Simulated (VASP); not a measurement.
Crystal: LiSi2N2.

```
CELL_PARAMETERS angstrom
2.90381 0.00000 0.00000
0.00000 4.47763 0.00000
0.00000 0.00000 4.85667
ATOMIC_POSITIONS crystal
Li 0.00000 0.50000 0.50000
Si 0.00000 0.00000 0.83977
Si 0.00000 0.00000 0.16023
N 0.00000 0.12034 0.50000
N 0.00000 0.87966 0.50000
```

- Program: VASP 6.6.1
- Task: relaxation of cell and atoms
- Functional: PBE
- Potentials or basis: VASP PAW PBE potentials, release 64 (Li_sv, Si, N)
- Cutoff: 600 eV
- k mesh: 6 × 4 × 4
- Occupations: gaussian, width 0.1 eV
- Spin: no spin polarisation

At the start: pressure 94.2 GPa; volume 12.63 Å³/atom.

Problem. Where does the relaxation end?

Solution. Over 38 steps the energy falls by 3317.6 meV/atom and the volume is 18.25 Å³/atom (+44.5 %); space group Pmmm (No. 47, to 0.05 Å).

The path:
| step | energy change (eV) | largest force (eV/Å) | pressure (GPa) | volume (Å³) |
| --- | --- | --- | --- | --- |
| 1 | 0.0000 | 30.1046 | 94.16 | 63.15 |
| 2 | 458.0958 | 1727.6676 | 348.83 | 146.88 |
| 3 | -3.6480 | 14.2834 | 90.01 | 66.13 |
| 4 | 3.4209 | 10.8280 | -9.15 | 163.88 |
| 5 | 0.3519 | 12.5042 | -8.15 | 141.97 |
| 6 | -1.6973 | 14.5793 | -6.77 | 127.17 |
| 7 | -5.4926 | 21.7312 | 7.96 | 94.26 |
| 8 | -6.8025 | 3.9607 | -21.28 | 151.37 |
| 9 | -12.0867 | 3.8898 | -18.12 | 119.29 |
| 10 | -12.5884 | 3.8959 | -16.68 | 114.45 |
| 11 | -12.8033 | 6.1975 | -11.63 | 105.38 |
| 12 | -12.8953 | 4.9801 | -13.76 | 108.43 |
| 13 | -15.3089 | 1.1330 | 5.41 | 88.80 |
| 14 | -15.3261 | 1.7809 | 2.98 | 90.02 |
| 15 | -15.3257 | 1.6068 | 3.64 | 89.68 |
| 16 | -15.5637 | 1.3881 | 3.07 | 91.54 |
| 17 | -15.5663 | 1.5906 | 3.01 | 91.81 |
| 18 | -15.6924 | 0.5895 | -4.56 | 95.48 |
| 19 | -15.6933 | 0.4795 | -4.01 | 95.16 |
| 20 | -15.8263 | 0.5567 | -5.40 | 95.39 |
| 21 | -16.1506 | 1.6764 | -7.92 | 95.74 |
| 22 | -13.9318 | 14.9170 | 2.31 | 94.86 |
| 23 | -16.2238 | 0.9545 | -6.95 | 95.75 |
| 24 | -16.0573 | 4.1048 | -6.10 | 95.56 |
| 25 | -16.2648 | 1.1013 | -7.07 | 95.75 |
| 26 | -16.4619 | 0.7786 | -2.96 | 93.28 |
| 27 | -16.4771 | 0.8610 | -1.38 | 92.50 |
| 28 | -16.5213 | 0.7747 | -0.91 | 92.10 |
| 29 | -16.5565 | 0.9767 | 0.25 | 91.28 |
| 30 | -16.5806 | 0.2245 | -0.54 | 91.07 |
| 31 | -16.5808 | 0.1603 | -0.60 | 91.05 |
| 32 | -16.5851 | 0.0683 | -0.01 | 90.72 |
| 33 | -16.5858 | 0.0597 | 0.35 | 90.53 |
| 34 | -16.5868 | 0.0481 | 0.24 | 90.66 |
| 35 | -16.5871 | 0.1035 | 0.14 | 90.78 |
| 36 | -16.5876 | 0.0294 | 0.22 | 90.96 |
| 37 | -16.5876 | 0.0414 | 0.24 | 90.98 |
| 38 | -16.5880 | 0.0156 | 0.09 | 91.24 |

Final structure:
```
Li Si N
1.0
     3.23248    0.00000    0.00000
     0.00000    6.20542    0.00000
     0.00000    0.00000    4.54847
Li Si N
1 2 2
Direct
  0.00000 0.50000 0.50000
  0.00000 0.00000 0.74958
  0.00000 0.00000 0.25042
  0.00000 0.20795 0.50000
  0.00000 0.79205 0.50000
```

Caveat: the k points lie up to 0.35 Å⁻¹ apart in the final cell; the cutoff is under 1.25 times the usual one of these potentials, so pressure, stress and relaxed cells hold a basis-set (Pulay) error; the standard files for N, O and F lose accuracy on very short bonds; the volume moved by over 15 % at a fixed basis, so the end points are rough.
